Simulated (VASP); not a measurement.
A run of VASP 6.6.1 is set up as follows.

POSCAR

```
ZnSe
1.0
    0.0000000000      2.4755523210      3.7133284815
    2.4755523210      0.0000000000      3.7133284815
    2.4755523210      2.4755523210      0.0000000000
Zn Se
1 1
Direct
    0.0000000000      0.0000000000      0.0000000000
    0.7500000000      0.7500000000      0.7500000000
```

Contents of INCAR.step1:

```
PREC     = Accurate       # precision mode
ENCUT    = 520            # plane-wave cutoff, eV
ISMEAR   = 0              # smearing method
SIGMA    = 0.05           # smearing width, eV
LREAL    = F              # projectors in reciprocal space
LASPH    = T              # aspherical terms in the spheres
NELM     = 100            # most SCF steps
NBANDS   = 16             # bands
GGA      = PE             # functional
ALGO     = Normal         # electronic algorithm
EDIFF    = 1E-4           # SCF threshold, eV
LWAVE    = T              # write WAVECAR
LCHARG   = F              # write CHGCAR
```

File INCAR.step2:

```
PREC     = Accurate       # precision mode
ENCUT    = 520            # plane-wave cutoff, eV
EDIFF    = 1E-7           # SCF threshold, eV
ISMEAR   = 0              # smearing method
SIGMA    = 0.05           # smearing width, eV
LREAL    = F              # projectors in reciprocal space
LASPH    = T              # aspherical terms in the spheres
NELM     = 100            # most SCF steps
ALGO     = Normal         # electronic algorithm
ISIF     = 2              # what is computed and relaxed
LWAVE    = F              # write WAVECAR
LCHARG   = F              # write CHGCAR
METAGGA  = R2SCAN         # meta-GGA
LMIXTAU  = T            
NBANDS   = 16             # bands
ISTART   = 1
```

Contents of KPOINTS:

```
regular mesh
0
Gamma
  10 10 10
```

Potentials or basis: VASP PAW PBE potentials, release 64 (Zn, Se).

Run with:

```bash
$ cat potpaw_PBE.64/Zn/POTCAR potpaw_PBE.64/Se/POTCAR > POTCAR
$ cp INCAR.step1 INCAR
$ mpirun -np 1 vasp_std > vasp.out
$ cp INCAR.step2 INCAR
$ mpirun -np 1 vasp_std > vasp.out
```

**Question.** What does it give for the pressure?

**Answer.** -1.4 GPa.

**Question.** What does it give for the band gap on the k mesh?

**Answer.** Zero (bands 9 and 10 overlap by 0.13 eV).

Stress tensor (GPa, compression positive):
```
  7.88   0.00   0.00
  0.00   7.88   0.00
  0.00   0.00 -19.94
```

Caveat: semilocal functionals underestimate gaps, so a narrow gap can read as zero; the PAW data sets were made with another functional, which shifts forces and pressure a little.
